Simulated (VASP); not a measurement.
**MgNb2O4: single point with PBE**

MgNb2O4:

```xyz
14
Lattice="0.0000 4.3554 4.3554 4.3554 0.0000 4.3554 4.3554 4.3554 0.0000" Properties=species:S:1:pos:R:3 pbc="T T T"
Mg    4.3554    4.3554    4.3554
Mg    6.5330    6.5330    6.5330
Nb    3.2665    3.2665    1.0888
Nb    1.0888    1.0888    1.0888
Nb    1.0888    3.2665    3.2665
Nb    3.2665    1.0888    3.2665
O     5.4595    3.2512    5.4595
O     3.2512    5.4595    5.4595
O     5.4595    5.4595    3.2512
O     3.2512    3.2512    3.2512
O     5.4289    5.4289    7.6372
O     5.4289    7.6372    5.4289
O     7.6372    5.4289    5.4289
O     7.6372    7.6372    7.6372
```

```json
{
 "Program": "VASP 6.6.1",
 "Task": "single point",
 "Functional": "PBE",
 "Potentials or basis": "VASP PAW PBE potentials, release 64 (Mg, Nb_sv, O)",
 "Cutoff": "520 eV",
 "k mesh": "6 × 6 × 6",
 "Occupations": "gaussian, width 0.1 eV",
 "Spin": "no spin polarisation"
}
```

```
Pressure               : -0.3 GPa
Largest force          : 0.003 eV/Å
Band gap on the k mesh : zero (band 52 reaches 8.68 eV, above the bottom of band 53 at 8.46 eV)
```

Forces in eV/Å, atoms in the order of the input:
```
Mg   0.000  0.000  0.000
Mg   0.000  0.000  0.000
Nb   0.000  0.000  0.000
Nb   0.000  0.000  0.000
Nb   0.000  0.000  0.000
Nb   0.000  0.000  0.000
O    0.002 -0.002  0.002
O   -0.002  0.002  0.002
O    0.002  0.002 -0.002
O   -0.002 -0.002 -0.002
O   -0.002 -0.002  0.002
O   -0.002  0.002 -0.002
O    0.002 -0.002 -0.002
O    0.002  0.002  0.002
```

Levels at points of the mesh, in eV from the Fermi level:
| k point | band 50 | band 51 | band 52 | band 53 | band 54 | band 55 |
| --- | --- | --- | --- | --- | --- | --- |
| (0.00, 0.00, 0.00) | -1.87 | -1.66 | 0.05 | 0.05 | 0.05 | 1.42 |
| (0.50, 0.00, 0.00) | -0.87 | -0.87 | 0.06 | 0.44 | 0.44 | 0.55 |
| (0.50, 0.50, 0.00) | -0.97 | 0.11 | 0.11 | 0.32 | 0.32 | 0.95 |

It took 3.5 min on 1 thread of Intel(R) Xeon(R) Platinum 8488C (Sapphire Rapids), with other jobs on the host, peak memory 0.39 GiB.
